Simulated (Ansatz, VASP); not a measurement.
# Au: VASP beside Ansatz

```
Au
1.0
     0.00000    1.94322    1.94322
     1.94322    0.00000    1.94322
     1.94322    1.94322    0.00000
Au
1
Direct
  0.00000 0.00000 0.00000
```

Change from the starting cell: strain -0.050 along x and y, -0.050 along z, atoms carried along.

Alike in both runs: task single point; functional PBEsol; k mesh 20 × 20 × 20; occupations gaussian, width 0.15 eV; no spin polarisation.

|  | VASP | Ansatz |
| --- | --- | --- |
| version | VASP 6.6.1 | Ansatz 0.2.0 |
| potentials or method | VASP PAW PBE potentials, release 64 (Au), cutoff 520 eV | scalar-relativistic, plane waves, PAW |
| valence electrons in the cell | 11 | 19 |

VASP gave:

```
gap on the k mesh at the Fermi level (eV) : none
pressure (GPa)                            : 39.0
```

Task: Estimate Ansatz's values.

Result: gap on the k mesh at the Fermi level (eV): none; pressure (GPa): 39.4.

VASP's potentials were made for PBE, not for PBEsol. A gap of «none» marks a metal or a gap that the smearing closes. Both programs put the cell under a high pressure, so it lies far from rest at this level. VASP's potentials hold 11 valence electrons a cell and Ansatz's 19, so a difference there can come from the potentials and not from the codes.

Spin-orbit coupling is off throughout.
